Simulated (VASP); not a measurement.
# In (P6/mmm) in VASP: further runs, part 2 of 2

VASP 6.6.1. Earlier steps stand in the parts before.

## 3. Single point, PBE

The input, INCAR:

```
SYSTEM = In
ALGO = Normal
EDIFF = 1E-6
ENCUT = 520
GGA = PE
ISIF = 2
ISMEAR = -1
LASPH = .True.
LCHARG = .False.
LREAL = .False.
LWAVE = .False.
NBANDS = 26
NELM = 60
PREC = Accurate
SIGMA = 0.08
```

The input, KPOINTS:

```
k-points
0
Gamma
  8 8 11
  0 0 0
```

The input, POSCAR:

```
In
1.0
    4.8581171904      0.0000000000      0.0000000000
   -2.4290585952      4.2072529014      0.0000000000
    0.0000000000      0.0000000000      2.9181990166
In
3
Direct
    0.0000000000      0.0000000000      0.0000000000
    0.3333333333      0.6666666667      0.5000000000
    0.6666666667      0.3333333333      0.5000000000
```

Potentials or basis: VASP PAW PBE potentials, release 64 (In_d).

Started as:

```sh
> cat potpaw_PBE.64/In_d/POTCAR > POTCAR
> mpirun -np 1 vasp_std > vasp.out
```

OUTCAR:

```text
SYSTEM = In
   EDIFF = 1E-6
   ENCUT = 520
   GGA = PE
   ISIF = 2
   ISMEAR = -1
   LASPH = .True.
   LREAL = .False.
   NELM = 60
   PREC = Accurate

 ion  position               nearest neighbor table
   1  0.000  0.000  0.000-   2 3.16   3 3.16   2 3.16   3 3.16   2 3.16   2 3.16   3 3.16   3 3.16
                             3 3.16   3 3.16   2 3.16   2 3.16
   2  0.333  0.667  0.500-   3 2.80   3 2.80   3 2.80   1 3.16   1 3.16   1 3.16   1 3.16   1 3.16
                             1 3.16
   3  0.667  0.333  0.500-   2 2.80   2 2.80   2 2.80   1 3.16   1 3.16   1 3.16   1 3.16   1 3.16
                             1 3.16

  LATTYP: Found a hexagonal cell.
 ALAT       =     4.8581171904
 C/A-ratio  =     0.6006851836

  Lattice vectors:

 A1 = (   4.8581171904,   0.0000000000,   0.0000000000)
 A2 = (  -2.4290585952,   4.2072529014,   0.0000000000)
 A3 = (   0.0000000000,   0.0000000000,   2.9181990166)

Analysis of symmetry for initial positions (statically):
=====================================================================
 Subroutine PRICEL returns:
 Original cell was already a primitive cell.

 Routine SETGRP: Setting up the symmetry group for a
 hexagonal supercell.

 Subroutine GETGRP returns: Found 24 space group operations
 (whereof 24 operations were pure point group operations)
 out of a pool of 24 trial point group operations.

The static configuration has the point symmetry D_6h.

Analysis of symmetry for dynamics (positions and initial velocities):
=====================================================================
 Subroutine PRICEL returns:
 Original cell was already a primitive cell.

 Routine SETGRP: Setting up the symmetry group for a
 hexagonal supercell.

 Subroutine GETGRP returns: Found 24 space group operations
 (whereof 24 operations were pure point group operations)
 out of a pool of 24 trial point group operations.

The dynamic configuration has the point symmetry D_6h.

 Subroutine INISYM returns: Found 24 space group operations
 (whereof 24 operations are pure point group operations),
 and found     1 'primitive' translations

----------------------------------------------------------------------------------------

                                     Primitive cell

  volume of cell :      59.6460

  direct lattice vectors                    reciprocal lattice vectors
     4.858117190  0.000000000  0.000000000     0.205841062  0.118842392  0.000000000
    -2.429058595  4.207252901  0.000000000     0.000000000  0.237684785  0.000000000
     0.000000000  0.000000000  2.918199017     0.000000000  0.000000000  0.342677108

  length of vectors
     4.858117190  4.858117190  2.918199017     0.237684785  0.237684785  0.342677108

  position of ions in fractional coordinates (direct lattice)
     0.000000000  0.000000000  0.000000000
     0.333333333  0.666666667  0.500000000
     0.666666667  0.333333333  0.500000000

  ion indices of the primitive-cell ions
   primitive index   ion index
                 1           1
                 2           2
                 3           3

----------------------------------------------------------------------------------------

 KPOINTS: k-points

Automatic generation of k-mesh.
 Grid dimensions read from file:
 generate k-points for:    8    8   11

 Generating k-lattice:

  Cartesian coordinates                     Fractional coordinates (reciprocal lattice)
     0.025730133  0.014855299  0.000000000     0.125000000  0.000000000  0.000000000
     0.000000000  0.029710598  0.000000000     0.000000000  0.125000000  0.000000000
     0.000000000  0.000000000  0.031152464     0.000000000  0.000000000  0.090909091

  Length of vectors
     0.029710598  0.029710598  0.031152464

  Shift w.r.t. Gamma in fractional coordinates (k-lattice)
     0.000000000  0.000000000  0.000000000

 Subroutine IBZKPT returns following result:
 ===========================================

 Found     60 irreducible k-points:

 Following reciprocal coordinates:
            Coordinates               Weight
  0.000000  0.000000  0.000000      1.000000
  0.125000 -0.000000  0.000000      6.000000
  0.250000 -0.000000  0.000000      6.000000
  0.375000 -0.000000  0.000000      6.000000
  0.500000 -0.000000  0.000000      3.000000
  0.125000  0.125000  0.000000      6.000000
[... 16 lines left out ...]
  0.250000 -0.000000  0.181818     12.000000
  0.375000 -0.000000  0.181818     12.000000
 [... further k-points ...]
   k-points           NKPTS =     60   k-points in BZ     NKDIM =     60   number of bands    NBANDS=     26
   number of dos      NEDOS =    301   number of ions     NIONS =      3
   total plane-waves  NPLWV =  31104
   dimension x,y,z NGX =    36 NGY =   36 NGZ =   24
   dimension x,y,z NGXF=    72 NGYF=   72 NGZF=   48
   ions per type =               3
   NGX,Y,Z   is equivalent  to a cutoff of  12.32, 12.32, 13.67 a.u.
   NGXF,Y,Z  is equivalent  to a cutoff of  24.64, 24.64, 27.34 a.u.
 SYSTEM =  In
   PREC   = accura    normal or accurate (medium, high low for compatibility)
   ISTART =      0    job   : 0-new  1-cont  2-samecut
   ICHARG =      2    charge: 1-file 2-atom 10-const
   ISPIN  =      1    spin polarized calculation?
   LNONCOLLINEAR =      F non collinear calculations
   LSORBIT =      F    spin-orbit coupling
   LASPH  =      T    aspherical Exc in radial PAW
   ENCUT  =  520.0 eV  38.22 Ry    6.18 a.u.   9.03  9.03  5.43*2*pi/ulx,y,z
   NELM   =     60;   NELMIN=  2; NELMDL= -5     # of ELM steps
   EDIFF  = 0.1E-05   stopping-criterion for ELM
   LREAL  =      F    real-space projection
   EDIFFG = 0.1E-04   stopping-criterion for IOM
   NSW    =      0    number of steps for IOM
   IBRION =     -1    ionic relax: 0-MD 1-quasi-New 2-CG
   NFREE  =      0    steps in history (QN), initial steepest desc. (CG)
   ISIF   =      2    stress and relaxation
   ISYM   =      2    0-nonsym 1-usesym 2-fastsym
   POTIM  = 0.5000    time-step for ionic-motion
   TEBEG  =    0.0;   TEEND  =   0.0 temperature during run
   PSTRESS=    0.0 pullay stress
   NELECT =      39.0000    total number of electrons
   NUPDOWN=      -1.0000    fix difference up-down
   EMIN   =  10.00;   EMAX   =-10.00  energy-range for DOS
   EFERMI =   0.00;   METHOD = LEGACY
   ISMEAR =    -1;   SIGMA  =   0.08  broadening in eV -4-tet -1-fermi 0-gaus
   EFERMI_NEDOS =   21; number of points for ismear=-14 and -15
   IALGO  =     38    algorithm
   IMIX   =      4    mixing-type and parameters
     AMIX     =   0.40;   BMIX     =  1.00
     AMIX_MAG =   1.60;   BMIX_MAG =  1.00
  volume/ion in A,a.u.               =      19.88       134.17
  Fermi-wavevector in a.u.,A,eV,Ry     =   1.420919  2.685147 27.470294  2.019010
  Thomas-Fermi vector in A             =   2.541783
   LORBIT       =      0    0 simple, 1 ext, 2 COOP (PROOUT), +10 PAW based schemes
   GGA     = PE    functional components
   LHFCALC =     F    Hartree Fock is set to
   AEXX    =    0.0000 exact exchange contribution
   IVDW    =     0    specifies the selected vdW correction
   LEPSILON=     F    determine dielectric tensor
   LRPA    =     F    only Hartree local field effects (RPA)
 non-spin polarized calculation
  energy-cutoff  :      520.00
  volume of cell :       59.65
 maximum number of plane-waves:      1625
   NGX = 19   NGY = 19   NGZ = 11

 number of electron      38.9999995 magnetization

 Free energy of the ion-electron system (eV)
  ---------------------------------------------------
  ext. energy  EPLUGINS =         0.00000000
  ---------------------------------------------------
  free energy    TOTEN  =        -6.11489742 eV

  energy without entropy =       -6.08460085  energy(sigma->0) =       -6.09974913

 E-fermi :  11.2098     XC(G=0): -11.6248

 val. band max:       11.1527225776   @ k =   0.1250   0.1250   0.2727
 cond. band min:      11.2234691786   @ k =   0.2500   0.1250   0.4545
 fundamental gap:      0.0707466010
 Fermi energy:        11.2098474206

 k-point     1 :       0.0000    0.0000    0.0000
  band No.  band energies     occupation
      1      -4.5289      2.00000
      2      -4.1155      2.00000
      3      -4.0543      2.00000
      4      -3.9916      2.00000
      5      -3.9916      2.00000
      6      -3.7762      2.00000
[... 18 lines left out ...]
     25      24.5626      0.00000
     26      24.9676      0.00000
[... 644 lines left out ...]
      4      -4.0176      2.00000
      5      -3.9625      2.00000
      6      -3.8764      2.00000
[... 18 lines left out ...]
     25      18.8386      0.00000
     26      19.1255      0.00000

 [... further k-points ...]

------------------------ aborting loop because EDIFF is reached ----------------------------------------

  FORCE on cell =-STRESS in cart. coord.  units (eV):
  Direction    XX          YY          ZZ          XY          YZ          ZX
  --------------------------------------------------------------------------------------
  -------------------------------------------------------------------------------------
  Total       10.4140645     10.4140645     10.4209505      0.0000000      0.0000000      0.0000000
  in kB      279.7366265    279.7366265    279.9215955      0.0000000      0.0000000      0.0000000
  external PRESSURE =     279.7982828 kB  Pullay stress =       0.0000000 kB

 VOLUME and BASIS-vectors are now :
 -----------------------------------------------------------------------------
  energy-cutoff  :      520.00
  volume of cell :       59.65
      direct lattice vectors                 reciprocal lattice vectors
     4.858117190  0.000000000  0.000000000     0.205841062  0.118842392  0.000000000
    -2.429058595  4.207252901  0.000000000     0.000000000  0.237684785  0.000000000
     0.000000000  0.000000000  2.918199017     0.000000000  0.000000000  0.342677108

 POSITION                                       TOTAL-FORCE (eV/Angst)
 -----------------------------------------------------------------------------------
      0.00000      0.00000      0.00000        -0.000000      0.000000     -0.000000
     -0.00000      2.80484      1.45910        -0.000000      0.000000      0.000000
      2.42906      1.40242      1.45910         0.000000     -0.000000     -0.000000
 -----------------------------------------------------------------------------------
    total drift:                                0.000000      0.000000     -0.000000

  FREE ENERGIE OF THE ION-ELECTRON SYSTEM (eV)
  ---------------------------------------------------
  free  energy   TOTEN  =        -6.1148974193 eV

  energy  without entropy=       -6.0846008451  energy(sigma->0) =       -6.09974913
```

stdout:

```text
POSCAR found type information on POSCAR In
 POSCAR found :  1 types and       3 ions
 scaLAPACK will be used
 LDA part: xc-table for (Slater+PW92), standard interpolation
 POSCAR, INCAR and KPOINTS ok, starting setup
 FFT: planning ... GRIDC
 FFT: planning ... GRID_SOFT
 FFT: planning ... GRID
 WAVECAR not read
 entering main loop
```

Run time: 42 s. Hardware: 1 thread of AMD EPYC 9R45 (Zen 5), shared host; peak memory 0.19 GiB.

What came out:

* Free energy: -6.1149 eV
* Pressure: 28.0 GPa

Levels at points of the mesh, in eV from the Fermi level:
| k point | band 16 | band 17 | band 18 | band 19 | band 20 | band 21 | band 22 | band 23 |
| --- | --- | --- | --- | --- | --- | --- | --- | --- |
| (0.00, 0.00, 0.00) | -11.80 | -2.54 | -2.32 | -1.74 | -1.74 | -1.68 | -1.68 | 6.00 |
| (0.50, 0.00, 0.00) | -9.35 | -9.33 | -4.64 | -4.10 | 4.57 | 4.62 | 5.36 | 5.37 |

Caveat: spin-orbit coupling is left out, which moves the levels of the heavy elements.
